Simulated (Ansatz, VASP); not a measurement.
One calculation of SrTiO3, two programs

INCAR

```
ALGO = Normal ; EDIFF = 1E-7
ENCUT = 520 ; GGA = PS
ISIF = 2 ; ISMEAR = -1
LASPH = T ; LCHARG = F
LREAL = F ; LWAVE = F
NBANDS = 28 ; NELM = 60
PREC = Accurate ; SIGMA = 0.05
```

File KPOINTS:

```
k-points
0
Gamma
  7 7 7
```

File POSCAR:

```
SrTiO3
1.0
    3.9050000000      0.0000000000      0.0000000000
    0.0000000000      3.9050000000      0.0000000000
    0.0000000000      0.0000000000      3.8659500000
Sr Ti O
1 1 3
Direct
    0.0000000000      0.0000000000      0.0000000000
    0.5000000000      0.5000000000      0.5000000000
    0.0000000000      0.5000000000      0.5000000000
    0.5000000000      0.0000000000      0.5000000000
    0.5000000000      0.5000000000      0.0000000000
```

Input for Ansatz:

```yaml
crystal:
  lattice:
    - [3.905, 0.0, 0.0]
    - [0.0, 3.905, 0.0]
    - [0.0, 0.0, 3.86595]
  atoms:
    - { symbol: Sr, position: [0.0, 0.0, 0.0] }
    - { symbol: Ti, position: [0.5, 0.5, 0.5] }
    - { symbol: O, position: [0.0, 0.5, 0.5] }
    - { symbol: O, position: [0.5, 0.0, 0.5] }
    - { symbol: O, position: [0.5, 0.5, 0.0] }
kpoints:
  mp_grid: { grid: [7, 7, 7] }
  band_path:
    path:
      - [0.0, 0.0, 0.0]
      - [0.0, 0.5, 0.0]
      - [0.5, 0.5, 0.0]
      - [0.0, 0.0, 0.0]
      - [0.0, 0.0, 0.5]
      - [0.0, 0.5, 0.5]
      - [0.5, 0.5, 0.5]
      - [0.0, 0.0, 0.5]
      - [0.0, 0.5, 0.0]
    npoints: 5
scf:
  occupations: { method: fermi_dirac, width: 0.05 }
hamiltonian:
  xc: pbesol
  pseudopotentials: { kind: all_electron, lapw: { basis_error: 0.001 } }
output:
  forces: true
  stress: true
  eigenvalues: true
```

Change from the starting cell: zz strain of -1 %.

Alike in both runs: task single point; functional PBEsol; k mesh 7 × 7 × 7; occupations fermi-dirac, width 0.05 eV; no spin polarisation.

|  | VASP | Ansatz |
| --- | --- | --- |
| version | VASP 6.6.1 | Ansatz 0.2.0 |
| potentials or method | VASP PAW PBE potentials, release 64 (Sr_sv, Ti_sv, O), cutoff 520 eV | all-electron LAPW, scalar-relativistic |

Ansatz gave:

* gap on the k mesh at the Fermi level (eV): 1.90
* pressure (GPa): -0.1
* traceless stress, the component that is largest in VASP (GPa): 1.67

Problem. Estimate VASP's values.

Solution. gap on the k mesh at the Fermi level (eV): 1.87; pressure (GPa): 0.6; traceless stress, the component that is largest in VASP (GPa): 1.69.

VASP's potentials were made for PBE, not for PBEsol. Ansatz ran all-electron here, and VASP with PAW potentials.
